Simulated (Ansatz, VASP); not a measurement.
# Gd: VASP beside Ansatz

```
Gd
1.0
    -2.02297    2.02297    2.02297
     2.02297   -2.02297    2.02297
     2.02297    2.02297   -2.02297
Gd
1
Direct
  0.00000 0.00000 0.00000
```

Alike in both runs: task electric field gradients; functional PBE; k mesh 13 × 13 × 13; occupations fermi-dirac, width 0.05 eV; collinear spin.

```csv
,VASP,Ansatz
version,VASP 6.6.1,Ansatz 0.2.0
potentials or method,"VASP PAW PBE potentials, release 64 (Gd)","PAW with Ansatz's default frozen-core files, scalar-relativistic"
plane-wave cutoff (eV),520,420
valence electrons in the cell,18,18
```

Ansatz gave:

| Item | Value |
| --- | --- |
| pressure (GPa) | 0.0 |
| net moment per atom (μB) | 7.64 |
| size of the moment on the site where the two differ most (μB) | 7.35 |

Which values does VASP return?

Pressure (GPa): 0.0; net moment per atom (μB): 7.65; size of the moment on the site where the two differ most (μB): 7.01.

Site moments also hang on the region over which each program counts them.

Spin-orbit coupling is off throughout.
